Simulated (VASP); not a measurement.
**Nb: single point with PBE**

The system is Nb.

```xyz
1
Lattice="-1.6218 1.6218 1.6218 1.6218 -1.6218 1.6218 1.6218 1.6218 -1.6218" Properties=species:S:1:pos:R:3 pbc="T T T"
Nb    0.0000    0.0000    0.0000
```

This cell differs from its parent crystal: volume scaled by 0.94.

```json
{
  "Program": "VASP 6.6.1",
  "Task": "single point",
  "Functional": "PBE",
  "Potentials or basis": "VASP PAW PBE potentials, release 64 (Nb_sv)",
  "Cutoff": "520 eV",
  "k mesh": "18 × 18 × 18",
  "Occupations": "gaussian, width 0.1 eV",
  "Spin": "no spin polarisation"
}
```

```
Pressure : 11.3 GPa
```

Levels at points of the mesh, in eV from the Fermi level:
```csv
k point,band 2,band 3,band 4,band 5,band 6,band 7,band 8,band 9,band 10,band 11
"(0.00, 0.00, 0.00)",-29.47,-29.47,-29.47,-6.03,0.35,0.35,0.35,3.44,3.44,14.37
"(0.50, 0.00, 0.00)",-31.08,-29.97,-29.49,-3.95,-1.82,2.57,3.51,4.24,6.83,11.80
"(0.50, 0.50, 0.50)",-30.56,-30.56,-30.56,-4.04,-4.04,5.99,5.99,5.99,9.56,9.56
```

Run time: 22 s on 1 thread of Intel(R) Xeon(R) Platinum 8488C (Sapphire Rapids), on a shared host, peak memory 0.16 GiB.
